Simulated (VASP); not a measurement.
Wanted: the native input for a VASP 6.6.1 run.

* Task: single point
* Functional: PBE
* Potentials or basis: VASP PAW PBE potentials, release 64 (Fe, Si)
* Cutoff: 520 eV
* k mesh: 4 × 4 × 4
* Occupations: gaussian, width 0.1 eV
* Spin: no spin polarisation
* Dipole correction: no
* Further INCAR settings: ALGO = Normal; EDIFF = 1e-06; NBANDS = 34

The structure of FeSi lies in POSCAR:

```
FeSi
1.0
    4.5507000000      0.0000000000      0.0000000000
    0.0000000000      4.5507000000      0.0000000000
    0.0000000000      0.0000000000      4.5507000000
Fe Si
4 4
Direct
    0.1365200000      0.1365200000      0.1365200000
    0.3634800000      0.8634800000      0.6365200000
    0.6365200000      0.3634800000      0.8634800000
    0.8634800000      0.6365200000      0.3634800000
    0.8424000000      0.8424000000      0.8424000000
    0.6576000000      0.1576000000      0.3424000000
    0.3424000000      0.6576000000      0.1576000000
    0.1576000000      0.3424000000      0.6576000000
```

These files were run (other wordings do the same):

INCAR

```
ALGO     = Normal         # electronic algorithm
EDIFF    = 1E-6           # SCF threshold, eV
ENCUT    = 520            # plane-wave cutoff, eV
GGA      = PE             # functional
ISIF     = 2              # what is computed and relaxed
ISMEAR   = 0              # smearing method
LASPH    = True           # aspherical terms in the spheres
LCHARG   = True           # write CHGCAR
LELF     = True           # ELF
LREAL    = False          # projectors in reciprocal space
LVHAR    = True         
LWAVE    = False          # write WAVECAR
NBANDS   = 34             # bands
NELM     = 80             # most SCF steps
PREC     = Accurate       # precision mode
SIGMA    = 0.1            # smearing width, eV
```

KPOINTS

```
k-points
0
Gamma
  4 4 4
```

Potentials or basis: VASP PAW PBE potentials, release 64 (Fe, Si).

Run with:

```console
$ cat potpaw_PBE.64/Fe/POTCAR potpaw_PBE.64/Si/POTCAR > POTCAR
$ mpirun -np 1 vasp_std > vasp.out
```

It gave:

```yaml
Pressure: -13.6 GPa
Largest_force: 0.261 eV/Å
Band_gap_on_the_k_mesh: 0.14 eV, indirect (least direct gap 0.17 eV)
```

Wall time 19 s on 1 thread of Intel(R) Xeon(R) 6975P-C (Granite Rapids) (shared host), peak memory 0.2 GiB.
